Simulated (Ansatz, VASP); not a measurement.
**One calculation of Ti, two programs**

```
Ti
1.0
     2.86415    0.00000    0.00000
    -1.43207    2.48043    0.00000
     0.00000    0.00000    4.53327
Ti
2
Cartesian
  0.0000 1.6536 1.1333
  1.4321 0.8268 3.3999
```

Alike in both runs: functional LDA; k mesh 33 × 33 × 18; occupations gaussian, width 0.1 eV; no spin polarisation.

Ansatz relaxed the structure, and its values are those at the end. VASP's run is a single point on that final structure, the one shown.

|  | VASP | Ansatz |
| --- | --- | --- |
| version | VASP 6.6.1 | Ansatz 0.2.0 |
| potentials or method | VASP PAW LDA potentials, release 64 (Ti_sv) | scalar-relativistic, plane waves, PAW |
| plane-wave cutoff (eV) | 520 | 420 |
| valence electrons in the cell | 24 | 24 |

VASP gave:

- gap on the k mesh at the Fermi level (eV): none
- pressure (GPa): -0.1

Problem. Which values does Ansatz return?

Solution. gap on the k mesh at the Fermi level (eV): none; pressure (GPa): 0.0.

LDA's correlation is that of Perdew and Zunger in VASP and of Perdew and Wang (1992) in Ansatz. A gap of «none» marks a metal or a gap that the smearing closes.
